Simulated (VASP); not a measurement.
A run of VASP 6.6.1 is set up as follows.

INCAR

```
PREC = Accurate
ENCUT = 600
EDIFF = 1E-6
ISMEAR = 0
SIGMA = 0.1
LREAL = False
LASPH = True
NELM = 150
ALGO = Normal
ISIF = 3
LWAVE = False
LCHARG = False
ISPIN = 2
MAGMOM = 0 0.36 0.36 0.36
LORBIT = 11
LMAXMIX = 4
GGA = PE
IBRION = 2
NSW = 90
EDIFFG = -0.04
```

KPOINTS

```
Automatic mesh
0
Gamma
  4 4 4
```

The input POSCAR:

```
CaV3
1.0
    4.0289177148      0.0000000000      0.0000000000
    0.0000000000      4.0289177148      0.0000000000
    0.0000000000      0.0000000000      4.0289177148
Ca V
1 3
Direct
    0.0000000000      0.0000000000      0.0000000000
    0.0000000000      0.5000000000      0.5000000000
    0.5000000000      0.0000000000      0.5000000000
    0.5000000000      0.5000000000      0.0000000000
```

Potentials or basis: VASP PAW PBE potentials, release 64 (Ca_sv, V_sv).

Command:

```bash
$ cat potpaw_PBE.64/Ca_sv/POTCAR potpaw_PBE.64/V_sv/POTCAR > POTCAR
$ mpirun -np 1 vasp_std > vasp.out
```

Task: Predict the net moment.

Result: 1.29 μB per cell.

Task: What does it give for the site moments?

Result: Ca +0.01; V +0.35 μB.

The path:
```
step  energy change (eV)  largest force (eV/Å)  pressure (GPa)  volume (Å³)
   1              0.0000                0.0000            5.27        65.40
   2             -0.0450                0.0000           -2.07        70.63
   3             -0.0560                0.0000            0.01        68.95
```

Caveat: the k points lie up to 0.38 Å⁻¹ apart in the final cell.
